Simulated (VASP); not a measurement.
Here is a VASP 6.6.1 calculation.

Contents of POSCAR:

```
AgCl
1.0
    2.8147764300      2.8147764300      0.0000000000
   -2.8147764300      2.8147764300      0.0000000000
    0.0000000000      2.8147764300      2.8147764300
Ag Cl
1 1
Direct
    0.0000000000      0.0000000000      0.0000000000
    0.5000000000      0.5000000000      0.0000000000
```

Contents of INCAR.step1:

```
SYSTEM = AgCl
PREC     = Accurate       ! precision mode
ENCUT    = 520            ! plane-wave cutoff, eV
ISMEAR   = 0              ! smearing method
SIGMA    = 0.01           ! smearing width, eV
LREAL    = .False.        ! projectors in reciprocal space
LASPH    = .True.         ! aspherical terms in the spheres
NELM     = 100            ! most SCF steps
NBANDS   = 16             ! bands
GGA      = PE             ! functional
ALGO     = Normal         ! electronic algorithm
EDIFF    = 1E-4           ! SCF threshold, eV
LWAVE    = .True.         ! write WAVECAR
LCHARG   = .False.        ! write CHGCAR
```

File INCAR.step2:

```
SYSTEM = AgCl
PREC     = Accurate       ! precision mode
ENCUT    = 520            ! plane-wave cutoff, eV
EDIFF    = 1E-6           ! SCF threshold, eV
ISMEAR   = 0              ! smearing method
SIGMA    = 0.01           ! smearing width, eV
LREAL    = .False.        ! projectors in reciprocal space
LASPH    = .True.         ! aspherical terms in the spheres
NELM     = 100            ! most SCF steps
ALGO     = Normal         ! electronic algorithm
ISIF     = 2              ! what is computed and relaxed
LWAVE    = .False.        ! write WAVECAR
LCHARG   = .False.        ! write CHGCAR
METAGGA  = R2SCAN         ! meta-GGA
LMIXTAU  = .True.       
NBANDS   = 16             ! bands
ISTART   = 1
```

Contents of KPOINTS:

```
Automatic mesh
0
Gamma
  8 8 8
  0 0 0
```

Potentials or basis: VASP PAW PBE potentials, release 64 (Ag, Cl).

The run is started by

```console
$ cat potpaw_PBE.64/Ag/POTCAR potpaw_PBE.64/Cl/POTCAR > POTCAR
$ cp INCAR.step1 INCAR
$ mpirun -np 1 vasp_std > vasp.out
$ cp INCAR.step2 INCAR
$ mpirun -np 1 vasp_std > vasp.out
```

(1) Predict the pressure.

(2) Estimate the band gap on the k mesh.

## Answers

(1) -2.1 GPa.

(2) 1.43 eV (least direct gap 3.56 eV).

Caveat: the PAW data sets were made with another functional, which shifts forces and pressure a little.
